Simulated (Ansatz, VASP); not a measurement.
BAs in VASP and in Ansatz

```
CELL_PARAMETERS angstrom
0.00000 2.39187 2.39187
2.39187 0.00000 2.39187
2.39187 2.39187 0.00000
ATOMIC_POSITIONS crystal
B 0.00000 0.00000 0.00000
As 0.25000 0.25000 0.25000
```

Alike in both runs: task single point; functional PBE-based global hybrid with a share of 0.5 of exact exchange; k mesh 4 × 4 × 4; no spin polarisation.

|  | VASP | Ansatz |
| --- | --- | --- |
| version | VASP 6.6.1 | Ansatz 0.2.0 |
| potentials or method | VASP PAW PBE potentials, release 64 (B, As_d) | plane waves |
| plane-wave cutoff (eV) | 420 | 420 |
| occupations | gaussian, width 0.01 eV | fixed |
| valence electrons in the cell | 18 | 18 |

```tsv
	VASP	Ansatz	Ansatz less VASP
gap on the k mesh at the Fermi level (eV)	4.40	4.28	-0.116
```

VASP's potentials were made for PBE, not for PBE-based global hybrid. Ansatz's warnings: stress exchange threshold loose, stress scf threshold loose.

The k mesh is coarse, so the values compare programs but aren't converged.
